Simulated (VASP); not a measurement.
Input of a VASP 6.6.1 run:

File INCAR:

```
SYSTEM = WS2
PREC = Accurate
ENCUT = 600
EDIFF = 1E-7
ISMEAR = -1
SIGMA = 0.05
LREAL = .False.
LASPH = .True.
NELM = 60
ALGO = Normal
ISIF = 3
LWAVE = .False.
LCHARG = .False.
GGA = B5
ALDAX = 1.0
AGGAX = 1.0
AGGAC = 1.0
ALDAC = 0.0
IVDW = 12
VDW_S6 = 1.0
VDW_S8 = 2.6996
VDW_A1 = 0.4298
VDW_A2 = 4.2359
IBRION = 2
NSW = 60
EDIFFG = -0.01
```

The input KPOINTS:

```
Automatic mesh
0
Gamma
  10 10 2
  0 0 0
```

The input POSCAR:

```
WS2
1.0
    3.1835163552      0.0000000000      0.0000000000
   -1.5917581776      2.7570060369      0.0000000000
    0.0000000000      0.0000000000     16.9505778900
W S
1 2
Direct
    0.0000000000      0.0000000000      0.0000000000
    0.3333333333      0.6666666667      0.0920005100
    0.3333333333      0.6666666667      0.9079994900
```

Potentials or basis: VASP PAW PBE potentials, release 64 (W_sv, S).

Launch:

```sh
$ cat potpaw_PBE.64/W_sv/POTCAR potpaw_PBE.64/S/POTCAR > POTCAR
$ mpirun -np 1 vasp_std > vasp.out
```

**Question.** Predict the relaxed cell.

**Answer.** a = 3.195 Å, b = 3.195 Å, c = 17.100 Å, α = 90.00°, β = 90.00°, γ = 120.00°.

**Question.** Estimate the band gap on the k mesh.

**Answer.** 2.07 eV (least direct gap 2.14 eV).

**Question.** Estimate the dispersion energy per atom.

**Answer.** -0.713 eV.

Step by step:
```csv
step,energy change (eV),largest force (eV/Å),pressure (GPa),volume (Å³)
1,0.0000,0.5508,1.30,148.77
2,0.0596,1.0235,-2.63,157.62
3,-0.0160,0.0126,-0.07,151.48
4,-0.0160,0.0239,-0.04,151.42
5,-0.0160,0.0339,-0.02,151.36
6,-0.0161,0.0160,0.02,151.15
7,-0.0161,0.0158,0.02,151.14
8,-0.0161,0.0086,-0.04,151.25
9,-0.0161,0.0060,0.00,151.19
```

Caveat: the PAW data sets were made with another functional, which shifts forces and pressure a little; spin-orbit coupling is left out, which moves the levels of the heavy elements.
